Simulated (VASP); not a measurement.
La:

```
La
1.0
     5.95745    0.00000    0.00000
    -2.97873    5.15931    0.00000
     0.00000    0.00000    3.65192
La
3
Direct
  0.00000 0.00000 0.00000
  0.33333 0.66667 0.50000
  0.66667 0.33333 0.50000
```

- Program: VASP 6.6.1
- Task: relaxation of cell and atoms
- Functional: LDA
- Potentials or basis: VASP PAW LDA potentials, release 64 (La)
- Cutoff: 600 eV
- k mesh: 6 × 6 × 9
- Occupations: fermi-dirac, width 0.1 eV
- Spin: no spin polarisation

At the start: pressure -3.6 GPa; volume 37.42 Å³/atom.

Where does the relaxation end?

Over 13 steps the energy falls by 60.0 meV/atom and the volume is 32.39 Å³/atom (-13.4 %); space group P6/mmm (No. 191, to 0.05 Å).

The path:
```csv
step,energy change (eV),largest force (eV/Å),pressure (GPa),volume (Å³)
1,0.0000,0.0000,-3.56,112.25
2,-0.1729,0.0000,-0.53,99.29
3,-0.1756,0.0000,0.01,97.61
4,-0.1755,0.0000,-0.12,97.89
5,-0.1780,0.0000,-0.17,97.73
6,-0.1789,0.0000,-0.05,97.65
7,-0.1798,0.0000,-0.18,97.49
8,-0.1781,0.0000,-0.09,97.14
9,-0.1799,0.0000,-0.12,97.41
10,-0.1799,0.0000,-0.06,97.42
11,-0.1799,0.0000,-0.15,97.46
12,-0.1799,0.0000,-0.07,97.43
13,-0.1800,0.0000,0.05,97.17
```

Final structure:
```
La
1.0
     5.72387    0.00000    0.00000
    -2.86193    4.95701    0.00000
     0.00000    0.00000    3.42457
La
3
Cartesian
  -2.8619 4.9570 0.0000
  0.0000 3.3047 1.7123
  2.8619 1.6523 1.7123
```
